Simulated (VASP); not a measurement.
A run of VASP 6.6.1 is set up as follows.

File INCAR:

```
SYSTEM = Cu3N
  ALGO = Normal
  EDIFF = 1E-6
  ENCUT = 600
  GGA = PE
  GGA_COMPAT = .False.
  ISIF = 2
  ISMEAR = -1
  LASPH = .True.
  LCHARG = .False.
  LREAL = .False.
  LWAVE = .False.
  NBANDS = 27
  NELM = 120
  PREC = Accurate
  SIGMA = 0.05
```

Contents of KPOINTS:

```
k-points
0
Gamma
  6 6 6
  0 0 0
```

The input POSCAR:

```
Cu3N
1.0
    3.8285147000      0.0000000000      0.0000000000
    0.0000000000      3.8285147000      0.0000000000
    0.0000000000      0.0000000000      3.8285147000
Cu N
3 1
Direct
    0.5000000000      0.0000000000      0.0000000000
    0.0000000000      0.5000000000      0.0000000000
    0.0000000000      0.0000000000      0.5000000000
    0.0000000000      0.0000000000      0.0000000000
```

Potentials or basis: VASP PAW PBE potentials, release 64 (Cu, N).

Command:

```sh
$ cat potpaw_PBE.64/Cu/POTCAR potpaw_PBE.64/N/POTCAR > POTCAR
$ mpirun -np 1 vasp_std > vasp.out
```

Q: Predict the pressure.

A: 0.8 GPa.

Q: Predict the band gap on the k mesh.

A: 0.24 eV (least direct gap 0.80 eV).

Caveat: semilocal functionals underestimate gaps, and a narrow one can read as zero. A k mesh can miss the band edges.
